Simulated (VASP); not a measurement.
# H8CO6 in VASP: notebook, part 3 of 3

VASP 6.6.1. Earlier steps stand in the parts before.

**6. Single point, PBE**

This run uses another cell than the first one, of 12.40 Å³/atom.

Input file INCAR:

```
SYSTEM = H8CO6
PREC = Accurate ; ENCUT = 1000
EDIFF = 1E-6 ; ISMEAR = -1
SIGMA = 0.05 ; LREAL = Auto
LASPH = .TRUE. ; NELM = 120
ALGO = Normal ; ISIF = 2
LWAVE = .FALSE. ; LCHARG = .FALSE.
GGA = PE ; NBANDS = 37
GGA_COMPAT = .FALSE.
```

Input file KPOINTS:

```
regular mesh
0
G
  1 1 1
  0 0 0
```

Input file POSCAR:

```
H8CO6
1.0
    5.7082670000      0.0000000000      0.0000000000
    0.0000000000      5.7082670000      0.0000000000
    0.0000000000      0.0000000000      5.7082670000
O H C
6 8 1
Direct
    0.4395729912      0.1344015618      0.2364115063
    0.1077735151      0.8401849458      0.5134483023
    0.7068169726      0.5340850384      0.2702221182
    0.6502498920      0.8134868253      0.8130488640
    0.1690705778      0.5325258962      1.0301199996
   -0.0853323785      0.2675242766      0.8712101238
    0.4879414365      0.0303769953      0.1068100003
    0.3380710818      0.0437610925      0.3374754545
    0.2061221033      0.7489488491      0.6149502117
    0.0246659801      0.7072023786      0.4484373278
    0.6477272349      0.3659254201      0.2816616672
    0.6409475941      0.6139166230      0.1343314880
    0.6204685240      0.7383852227      0.6554003168
    0.7945143421      0.8935987052      0.7786251064
    0.0407654372      0.4015229140      0.9507789317
```

Potentials or basis: VASP PAW PBE potentials, release 64 (O_h, H_h, C_h).

Run with:

```console
$ cat potpaw_PBE.64/O_h/POTCAR potpaw_PBE.64/H_h/POTCAR potpaw_PBE.64/C_h/POTCAR > POTCAR
$ mpirun -np 1 vasp_gam > vasp.out
```

OUTCAR:

```text
SYSTEM = H8CO6
   PREC = Accurate
   ENCUT = 1000
   EDIFF = 1E-6
   ISMEAR = -1
   LREAL = Auto
   LASPH = .TRUE.
   NELM = 120
   ISIF = 2
   GGA = PE

 ion  position               nearest neighbor table
   1  0.440  0.134  0.236-   8 0.97   7 0.99
   2  0.108  0.840  0.513-   9 0.96  10 0.97
   3  0.707  0.534  0.270-  12 0.98  11 1.02
   4  0.650  0.813  0.813-  14 0.96  13 1.01
   5  0.169  0.533  0.030-  15 1.14
   6  0.915  0.268  0.871-  15 1.14
   7  0.488  0.030  0.107-   1 0.99
   8  0.338  0.044  0.337-   1 0.97
   9  0.206  0.749  0.615-   2 0.96
  10  0.025  0.707  0.448-   2 0.97
  11  0.648  0.366  0.282-   3 1.02
  12  0.641  0.614  0.134-   3 0.98
  13  0.620  0.738  0.655-   4 1.01
  14  0.795  0.894  0.779-   4 0.96
  15  0.041  0.402  0.951-   5 1.14   6 1.14

[... 199 lines left out ...]
      6     -20.8875      2.00000
[... 28 lines left out ...]
     35       7.7588      0.00000
     36       8.1169      0.00000
 [bands above 36 left out]

------------------------ aborting loop because EDIFF is reached ----------------------------------------

  FORCE on cell =-STRESS in cart. coord.  units (eV):
  Direction    XX          YY          ZZ          XY          YZ          ZX
  --------------------------------------------------------------------------------------
  -------------------------------------------------------------------------------------
  Total        4.3723172      1.6825441     -0.3952642      3.1257915      1.0959469      2.4038909
  in kB       37.6625225     14.4931970     -3.4047500     26.9251267      9.4403320     20.7067763
  external PRESSURE =      16.2503232 kB  Pullay stress =       0.0000000 kB

 VOLUME and BASIS-vectors are now :
 -----------------------------------------------------------------------------
  energy-cutoff  :     1000.00
  volume of cell :      186.00
      direct lattice vectors                 reciprocal lattice vectors
     5.708267000  0.000000000  0.000000000     0.175184517  0.000000000  0.000000000
     0.000000000  5.708267000  0.000000000     0.000000000  0.175184517  0.000000000
     0.000000000  0.000000000  5.708267000     0.000000000  0.000000000  0.175184517

 POSITION                                       TOTAL-FORCE (eV/Angst)
 -----------------------------------------------------------------------------------
      2.50920      0.76720      1.34950         0.585445     -0.138006     -0.812341
      0.61520      4.79600      2.93090        -0.069012     -0.226362      0.079742
      4.03470      3.04870      1.54250         0.229365     -0.838829      0.932443
      3.71180      4.64360      4.64110        -0.779968     -0.926561     -1.287797
      0.96510      3.03980      0.17193         2.111158      2.273637      0.894488
      5.22117      1.52710      4.97310        -1.708646     -1.980291     -1.325619
      2.78530      0.17340      0.60970        -0.279139      0.261775      0.501224
      1.92980      0.24980      1.92640        -0.313750     -0.468204      0.169253
      1.17660      4.27520      3.51030         0.819759      0.250582      0.783418
      0.14080      4.03690      2.55980        -0.806417      0.037680     -0.977080
      3.69740      2.08880      1.60780        -0.154042      1.550417     -0.473277
      3.65870      3.50440      0.76680        -0.114094     -0.471226     -0.062288
      3.54180      4.21490      3.74120         0.139551      0.440176      1.287148
      4.53530      5.10090      4.44460         0.591817      0.477742      0.027291
      0.23270      2.29200      5.42730        -0.252026     -0.242528      0.263395
 -----------------------------------------------------------------------------------
    total drift:                               -0.001750      0.002189     -0.002532

  FREE ENERGIE OF THE ION-ELECTRON SYSTEM (eV)
  ---------------------------------------------------
  free  energy   TOTEN  =       -81.4149263624 eV

  energy  without entropy=      -81.4149263624  energy(sigma->0) =      -81.41492636
```

OSZICAR:

```text
N       E                     dE             d eps       ncg     rms          rms(c)
DAV:   1     0.650381473532E+03    0.65038E+03   -0.34558E+04    74   0.195E+03
DAV:   2     0.372461265230E+02   -0.61314E+03   -0.56096E+03   100   0.352E+02
DAV:   3    -0.846788841410E+02   -0.12193E+03   -0.12007E+03   100   0.170E+02
DAV:   4    -0.893253315405E+02   -0.46464E+01   -0.46041E+01    92   0.362E+01
DAV:   5    -0.894313931870E+02   -0.10606E+00   -0.10585E+00    84   0.550E+00    0.178E+01
DAV:   6    -0.817579129372E+02    0.76735E+01   -0.22302E+01    92   0.246E+01    0.682E+00
DAV:   7    -0.815296833550E+02    0.22823E+00   -0.11195E+00   100   0.582E+00    0.421E+00
DAV:   8    -0.814158772238E+02    0.11381E+00   -0.33123E-01    92   0.376E+00    0.548E-01
DAV:   9    -0.814135254434E+02    0.23518E-02   -0.27943E-02   108   0.103E+00    0.273E-01
DAV:  10    -0.814149483089E+02   -0.14229E-02   -0.75066E-03    84   0.568E-01    0.106E-01
DAV:  11    -0.814150755457E+02   -0.12724E-03   -0.73207E-04    84   0.193E-01    0.533E-02
DAV:  12    -0.814149496842E+02    0.12586E-03   -0.22027E-04    84   0.102E-01    0.178E-02
DAV:  13    -0.814149321798E+02    0.17504E-04   -0.22677E-05   100   0.361E-02    0.777E-03
DAV:  14    -0.814149271638E+02    0.50160E-05   -0.84249E-06    84   0.185E-02    0.596E-03
DAV:  15    -0.814149263624E+02    0.80133E-06   -0.24636E-06    84   0.111E-02
   1 F= -.81414926E+02 E0= -.81414926E+02  d E =-.644797E-10
```

stdout:

```text
POSCAR found type information on POSCAR O H C
 POSCAR found :  3 types and      15 ions
 scaLAPACK will be used
 LDA part: xc-table for (Slater+PW92), standard interpolation
 POSCAR, INCAR and KPOINTS ok, starting setup
 FFT: planning ... GRIDC
 FFT: planning ... GRID_SOFT
 FFT: planning ... GRID
 WAVECAR not read
 entering main loop
```

Run time: 41 s. Hardware: 1 thread of Intel Xeon Platinum 8559C (Emerald Rapids), shared host; peak memory 0.49 GiB.

Results:

```yaml
Free_energy: -81.4149 eV
Pressure: 1.6 GPa
Largest_force: 3.229 eV/Å
```

Forces in eV/Å, atoms in the order of the input:
```
O    0.585 -0.138 -0.812
O   -0.069 -0.226  0.080
O    0.229 -0.839  0.932
O   -0.780 -0.927 -1.288
O    2.111  2.274  0.894
O   -1.709 -1.980 -1.326
H   -0.279  0.262  0.501
H   -0.314 -0.468  0.169
H    0.820  0.251  0.783
H   -0.806  0.038 -0.977
H   -0.154  1.550 -0.473
H   -0.114 -0.471 -0.062
H    0.140  0.440  1.287
H    0.592  0.478  0.027
C   -0.252 -0.243  0.263
```

Caveat: the k points lie up to 1.10 Å⁻¹ apart, too coarse for converged energies, forces and pressures.

**7. Overview**

| cell | pressure (GPa) | largest force (eV/Å) |
| --- | --- | --- |
| a = 5.467, b = 5.508, c = 5.203 Å, 15 atoms, atomic positions A | -1.6 | 4.26 |
| a = 5.708 Å, 15 atoms, atomic positions B | -0.7 | 0.23 |
| a = 5.708 Å, 15 atoms, atomic positions C | 0.3 | 2.49 |
| a = 5.412, b = 5.618, c = 5.425 Å, 15 atoms, atomic positions D | 0.3 | 2.21 |
| a = 5.708 Å, 15 atoms, atomic positions E | 1.6 | 3.23 |

Alike in all rows: task single point; level PBE; potentials or basis VASP PAW PBE potentials, release 64 (O_h, H_h, C_h); no spin polarisation; k mesh 1 × 1 × 1; cutoff (eV) 1000; smearing fermi-dirac 0.05 eV.

Caveats: all runs use coarse meshes; the atoms stand as in a frame of molecular dynamics (at least some runs).

Total energies depend on the potentials used, so only differences within one code and one set of settings carry meaning.
